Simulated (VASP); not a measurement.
Input of a VASP 6.6.1 run:

INCAR

```
PREC     = Accurate       # precision mode
ENCUT    = 520            # plane-wave cutoff, eV
EDIFF    = 1E-6           # SCF threshold, eV
ISMEAR   = -1             # smearing method
SIGMA    = 0.05           # smearing width, eV
LREAL    = False          # projectors in reciprocal space
LASPH    = True           # aspherical terms in the spheres
NELM     = 80             # most SCF steps
ALGO     = Fast           # electronic algorithm
ISIF     = 2              # what is computed and relaxed
LWAVE    = False          # write WAVECAR
LCHARG   = True           # write CHGCAR
GGA      = PS             # functional
LELF     = True           # ELF
LVHAR    = True         
NBANDS   = 22             # bands
```

File KPOINTS:

```
Automatic mesh
0
Gamma
  8 8 4
```

The input POSCAR:

```
Bi
1.0
    3.2383762460      0.0000000000      0.0000000000
    0.0000000000      3.2216433200      0.0000000000
   -0.0804548793      0.0000000000      6.5727665640
Bi
2
Direct
    0.5442472500      0.0000000000      0.7495778900
    0.4557527500      0.0000000000      0.2504221100
```

Potentials or basis: VASP PAW PBE potentials, release 64 (Bi_d).

Launch:

```sh
$ cat potpaw_PBE.64/Bi_d/POTCAR > POTCAR
$ mpirun -np 1 vasp_std > vasp.out
```

(1) What does it give for the largest force?

(2) Estimate the pressure.

(3) Predict the band gap on the k mesh.

Results:

(1) 0.026 eV/Å.

(2) -1.5 GPa.

(3) zero (bands 15 and 16 overlap by 6.31 eV).

Caveat: the PAW data sets were made with another functional, which shifts forces and pressure a little; spin-orbit coupling is left out, which moves the levels of the heavy elements.
